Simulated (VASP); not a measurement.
# Zr: single point with PBE

Crystal: Zr.

```
Zr
1.0
     3.22056    0.00000    0.00000
    -1.61028    2.78909    0.00000
     0.00000    0.00000   15.58453
Zr
6
Cartesian
  0.0000 0.0000 0.0000
  0.0000 1.8594 2.6062
  1.6103 0.9297 5.1860
  0.0000 0.0000 7.7923
  1.6103 0.9297 10.3985
  0.0000 1.8594 12.9783
```

```yaml
Program: VASP 6.6.1
Task: single point
Functional: PBE
Potentials_or_basis: VASP PAW PBE potentials, release 64 (Zr_sv)
Cutoff: 520 eV
k_mesh: 18 × 18 × 3
Occupations: gaussian, width 0.1 eV
Spin: no spin polarisation
```

- Pressure: 0.0 GPa
- Band gap on the k mesh: zero (band 36 reaches 9.67 eV, above the bottom of band 37 at 8.58 eV)

Levels at points of the mesh, in eV from the Fermi level:
| k point | band 33 | band 34 | band 35 | band 36 | band 37 | band 38 | band 39 | band 40 |
| --- | --- | --- | --- | --- | --- | --- | --- | --- |
| (0.00, 0.00, 0.00) | 0.35 | 0.45 | 0.78 | 0.79 | 0.92 | 0.92 | 0.95 | 0.96 |
| (0.50, 0.00, 0.00) | -1.43 | -0.59 | -0.48 | 0.23 | 0.55 | 0.70 | 1.02 | 1.15 |

Run time: 15 min on 1 thread of Intel(R) Xeon(R) Platinum 8375C CPU @ 2.90GHz (Ice Lake), with other jobs on the host, peak memory 0.45 GiB.
